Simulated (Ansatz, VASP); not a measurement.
**Two plane-wave programs on ZnS**

```
Zn S
1.0
     3.65445    0.00000    0.00000
    -1.82723    3.16485    0.00000
     0.00000    0.00000    6.74539
Zn S
2 2
Cartesian
  0.0000 2.1099 0.0363
  1.8272 1.0549 3.4090
  0.0000 2.1099 2.5606
  1.8272 1.0549 5.9333
```

Change from the starting cell: strain -0.040 along x and y, +0.080 along z, atoms carried along.

Alike in both runs: task single point; functional r2SCAN; k mesh 6 × 6 × 4; occupations gaussian, width 0.05 eV; no spin polarisation.

|  | VASP | Ansatz |
| --- | --- | --- |
| version | VASP 6.6.1 | Ansatz 0.2.0 |
| potentials or method | VASP PAW PBE potentials, release 64 (Zn, S), cutoff 520 eV | scalar-relativistic, plane waves, PAW |
| valence electrons in the cell | 36 | 36 |

Ansatz gave:

| Property | Result |
| --- | --- |
| gap on the k mesh at the Fermi level (eV) | 2.23 |
| least direct gap on the mesh (eV) | 2.23 |
| pressure (GPa) | 1.9 |
| traceless stress, the component that is largest in VASP (GPa) | -10.13 |
| rms of the force components (eV/Å) | 0.270 |

Question: Estimate VASP's values.

Answer: gap on the k mesh at the Fermi level (eV): 2.24; least direct gap on the mesh (eV): 2.24; pressure (GPa): 1.9; traceless stress, the component that is largest in VASP (GPa): -10.19; rms of the force components (eV/Å): 0.273.

VASP's potentials were made for PBE, not for r2SCAN. Atom by atom the forces differ by 0.003 eV/Å (rms over components).
